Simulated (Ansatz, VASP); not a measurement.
# One calculation of TaN, two programs

```
Ta N
1.0
     2.90640    0.00000    0.00000
    -1.45320    2.51701    0.00000
     0.00000    0.00000    2.85230
Ta N
1 1
Direct
  0.00000 0.00000 0.50000
  0.66667 0.33333 0.00000
```

Alike in both runs: functional LDA; k mesh 9 × 9 × 8; occupations gaussian, width 0.1 eV; no spin polarisation.

Ansatz relaxed the structure, and its values are those at the end. VASP's run is a single point on that final structure, the one shown.

```csv
,VASP,Ansatz
version,VASP 6.6.1,Ansatz 0.2.0
potentials or method,"VASP PAW LDA potentials, release 64 (Ta_pv, N), cutoff 520 eV","scalar-relativistic, plane waves, PAW"
valence electrons in the cell,16,18
```

|  | VASP | Ansatz | Ansatz less VASP |
| --- | --- | --- | --- |
| gap on the k mesh at the Fermi level (eV) | none | none | - |
| pressure (GPa) | 2.0 | -0.1 | -2.03 |

Ansatz warns that its potentials were made for another functional, while VASP's fit it. LDA's correlation is that of Perdew and Zunger in VASP and of Perdew and Wang (1992) in Ansatz. A gap of «none» marks a metal or a gap that the smearing closes. VASP's potentials hold 16 valence electrons a cell and Ansatz's 18, so a difference there can come from the potentials and not from the codes.

Spin-orbit coupling is off throughout.
